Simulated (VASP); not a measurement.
# Ru5F in VASP: a series of runs, part 2 of 2

VASP 6.6.1. The steps go on from the part before.

## (3) Single point, PBE

File INCAR:

```
SYSTEM = Ru5F
PREC = Accurate
ENCUT = 520
EDIFF = 1E-7
ISMEAR = 0
SIGMA = 0.1
LREAL = .False.
LASPH = .True.
NELM = 60
ALGO = Fast
ISIF = 2
LWAVE = .False.
LCHARG = .False.
LDIPOL = .True.
IDIPOL = 3
DIPOL = 0.5 0.5 0.386
GGA = PE
NBANDS = 48
```

File KPOINTS:

```
Automatic mesh
0
Gamma
  12 12 1
  0 0 0
```

File POSCAR:

```
Ru5F
1.0
    2.7197977465      0.0000000000      0.0000000000
   -1.3598988732      2.3554139416      0.0000000000
    0.0000000000      0.0000000000     24.0359895925
Ru F
5 1
Direct
    0.6666666666      0.3333333333      0.1664171132
    0.3333333334      0.6666666667      0.2557968275
    0.6666666666      0.3333333333      0.3452060919
    0.3333333334      0.6666666667      0.4352311869
    0.6666666666      0.3333333333      0.5215507997
    0.8333333333      0.6666666667      0.5946796465
```

Potentials or basis: VASP PAW PBE potentials, release 64 (Ru_pv, F).

On the command line:

```bash
$ cat potpaw_PBE.64/Ru_pv/POTCAR potpaw_PBE.64/F/POTCAR > POTCAR
$ mpirun -np 1 vasp_std > vasp.out
```

OUTCAR:

```text
SYSTEM = Ru5F
   PREC = Accurate
   ENCUT = 520
   EDIFF = 1E-7
   ISMEAR = 0
   LREAL = .False.
   LASPH = .True.
   NELM = 60
   ISIF = 2
   GGA = PE

 ion  position               nearest neighbor table
   1  0.667  0.333  0.166-   2 2.66   2 2.66   2 2.66
   2  0.333  0.667  0.256-   1 2.66   1 2.66   1 2.66   3 2.66   3 2.66   3 2.66
   3  0.667  0.333  0.345-   2 2.66   2 2.66   2 2.66   4 2.67   4 2.67   4 2.67
   4  0.333  0.667  0.435-   5 2.60   5 2.60   5 2.60   3 2.67   3 2.67   3 2.67
   5  0.667  0.333  0.522-   6 1.93   4 2.60   4 2.60   4 2.60
   6  0.833  0.667  0.595-   5 1.93

  LATTYP: Found a hexagonal cell.
 ALAT       =     2.7197977465
 C/A-ratio  =     8.8374180115

  Lattice vectors:

 A1 = (   2.7197977465,   0.0000000000,   0.0000000000)
 A2 = (  -1.3598988732,   2.3554139416,   0.0000000000)
 A3 = (   0.0000000000,   0.0000000000,  24.0359895925)

Analysis of symmetry for initial positions (statically):
=====================================================================
 Subroutine PRICEL returns:
[... 192 lines left out ...]
  band No.  band energies     occupation
      1     -41.4906      2.00000
      2     -41.2470      2.00000
      3     -40.8961      2.00000
      4     -40.6231      2.00000
      5     -40.5861      2.00000
      6     -40.5593      2.00000
[... 1213 lines left out ...]
     47       5.1911      0.00000
     48       7.0858      0.00000

 [... further k-points ...]

------------------------ aborting loop because EDIFF is reached ----------------------------------------

 vacuum level on the upper side and lower side of the slab       (xc-potential included)         1.626        -1.871

  FORCE on cell =-STRESS in cart. coord.  units (eV):
  Direction    XX          YY          ZZ          XY          YZ          ZX
  --------------------------------------------------------------------------------------
  -------------------------------------------------------------------------------------
  Total       -1.2792915     -1.2304497     -1.6214050     -0.0000000      0.9681706      0.0000000
  in kB      -13.3111089    -12.8029075    -16.8708213     -0.0000000     10.0738761      0.0000000
  external PRESSURE =     -14.3282792 kB  Pullay stress =       0.0000000 kB

 VOLUME and BASIS-vectors are now :
 -----------------------------------------------------------------------------
  energy-cutoff  :      520.00
  volume of cell :      153.98
      direct lattice vectors                 reciprocal lattice vectors
     2.719797746  0.000000000  0.000000000     0.367674398  0.212276913  0.000000000
    -1.359898873  2.355413942  0.000000000     0.000000000  0.424553826  0.000000000
     0.000000000  0.000000000 24.035989592     0.000000000  0.000000000  0.041604278

 POSITION                                       TOTAL-FORCE (eV/Angst)
 -----------------------------------------------------------------------------------
      1.35990      0.78514      4.00000        -0.000000     -0.009498      0.828885
      0.00000      1.57028      6.14833        -0.000000     -0.013935     -0.900041
      1.35990      0.78514      8.29737         0.000000      0.017577      0.027826
      0.00000      1.57028     10.46121        -0.000000     -0.458042      0.112324
      1.35990      0.78514     12.53599         0.000000      0.508044     -0.157435
      1.35990      1.57028     14.29371        -0.000000     -0.044146      0.088442
 -----------------------------------------------------------------------------------
    total drift:                                0.000002     -0.000050      0.000822

  FREE ENERGIE OF THE ION-ELECTRON SYSTEM (eV)
  ---------------------------------------------------
  free  energy   TOTEN  =       -48.1246556650 eV

  energy  without entropy=      -48.0898650255  energy(sigma->0) =      -48.10726035

 vacuum level on the upper side and lower side of the slab        10.760         7.170
```

OSZICAR:

```text
N       E                     dE             d eps       ncg     rms          rms(c)
DAV:   1     0.877539119588E+03    0.87754E+03   -0.48071E+04  4784   0.158E+03
DAV:   2    -0.189705938423E+02   -0.89651E+03   -0.86174E+03  4520   0.484E+02
DAV:   3    -0.520289490316E+02   -0.33058E+02   -0.32143E+02  4928   0.924E+01
[... 29 lines left out ...]
RMM:  33    -0.481246537705E+02   -0.20605E-06   -0.59419E-08  2055   0.810E-04    0.194E-03
RMM:  34    -0.481246546527E+02   -0.88218E-06   -0.11360E-07  2216   0.103E-03    0.531E-04
RMM:  35    -0.481246550244E+02   -0.37171E-06   -0.41323E-08  1775   0.657E-04    0.597E-04
RMM:  36    -0.481246553080E+02   -0.28362E-06   -0.16799E-08  1564   0.443E-04    0.487E-04
RMM:  37    -0.481246555913E+02   -0.28332E-06   -0.10856E-08  1555   0.406E-04    0.307E-04
RMM:  38    -0.481246556650E+02   -0.73702E-07   -0.23295E-09   634   0.295E-04
   1 F= -.48124656E+02 E0= -.48107260E+02  d E =-.347906E-01
```

Run time: 17 min. Hardware: 1 thread of Oxide Virtual Turin-like, shared host; peak memory 0.37 GiB.

What came out:

| Item | Value |
| --- | --- |
| Free energy | -48.1247 eV |
| Largest force | 0.900 eV/Å |
| Band gap on the k mesh | zero (an odd number of electrons rules out a gap without spin polarisation) |

Forces on the atoms (eV/Å):
```
Ru   0.000 -0.009  0.829
Ru   0.000 -0.014 -0.900
Ru   0.000  0.018  0.028
Ru   0.000 -0.458  0.112
Ru   0.000  0.508 -0.157
F    0.000 -0.044  0.088
```

Levels at points of the mesh, in eV from the Fermi level:
| k point | band 36 | band 37 | band 38 | band 39 | band 40 | band 41 |
| --- | --- | --- | --- | --- | --- | --- |
| (0.00, 0.00, 0.00) | -1.86 | -1.51 | -1.04 | -0.92 | -0.61 | -0.19 |
| (0.50, 0.00, 0.00) | 0.50 | 0.98 | 1.27 | 1.34 | 1.39 | 1.54 |
| (0.00, 0.50, 0.00) | 0.60 | 1.16 | 1.33 | 1.33 | 1.38 | 1.54 |

## (4) Single point, PBE

File INCAR:

```
PREC = Accurate
ENCUT = 520
EDIFF = 1E-7
ISMEAR = 0
SIGMA = 0.1
LREAL = F
LASPH = T
NELM = 60
ALGO = Fast
ISIF = 2
LWAVE = F
LCHARG = F
LDIPOL = T
IDIPOL = 3
DIPOL = 0.5 0.5 0.386
GGA = PE
NBANDS = 48
```

File KPOINTS:

```
Automatic mesh
0
Gamma
  12 12 1
```

File POSCAR:

```
Ru5F
1.0
    2.7197977465      0.0000000000      0.0000000000
   -1.3598988732      2.3554139416      0.0000000000
    0.0000000000      0.0000000000     24.0359895925
Ru F
5 1
Direct
    0.6666666667      0.3333333333      0.1664171132
    0.3333333333      0.6666666667      0.2557968275
    0.6666666667      0.3333333333      0.3452060919
    0.3333333333      0.6666666667      0.4352311869
    0.6666666667      0.3333333333      0.5215507997
    1.0000000000      0.5000000000      0.5944286475
```

On the command line:

```bash
$ cat potpaw_PBE.64/Ru_pv/POTCAR potpaw_PBE.64/F/POTCAR > POTCAR
$ mpirun -np 1 vasp_std > vasp.out
```

Run time: 13 min. Hardware: 1 thread of Oxide Virtual Turin-like, shared host; peak memory 0.37 GiB.

Results (log left out):

| Quantity | Value |
| --- | --- |
| Free energy | -48.1231 eV |
| Largest force | 0.870 eV/Å |
| Band gap on the k mesh | zero (an odd number of electrons rules out a gap without spin polarisation) |

Forces in eV/Å, atoms in the order of the input:
```
Ru  -0.008 -0.005  0.818
Ru  -0.016 -0.009 -0.870
Ru   0.078  0.045 -0.018
Ru  -0.330 -0.191  0.124
Ru   0.370  0.214 -0.146
F   -0.093 -0.054  0.091
```

Levels at points of the mesh, in eV from the Fermi level:
| k point | band 35 | band 36 | band 37 | band 38 | band 39 | band 40 | band 41 | band 42 |
| --- | --- | --- | --- | --- | --- | --- | --- | --- |
| (0.00, 0.00, 0.00) | -1.90 | -1.60 | -1.49 | -1.06 | -1.05 | -0.61 | -0.29 | -0.17 |
| (0.50, 0.00, 0.00) | -0.22 | 0.60 | 0.95 | 1.32 | 1.38 | 1.50 | 1.53 | 1.61 |
| (0.00, 0.50, 0.00) | -0.42 | 0.47 | 1.10 | 1.19 | 1.36 | 1.44 | 1.55 | 1.60 |

## (5) The runs side by side

```csv
cell,gap on the mesh (eV),largest force (eV/Å)
"as given, atomic positions A",none,0.83
"as given, atomic positions B",none,0.90
"as given, atomic positions C",none,0.87
```

Alike in all rows: task single point; level PBE; potentials or basis VASP PAW PBE potentials, release 64 (Ru_pv, F); no spin polarisation; k mesh 12 × 12 × 1; cutoff (eV) 520; smearing gaussian 0.1 eV.

Absolute energies hang on the potentials; compare differences alone.
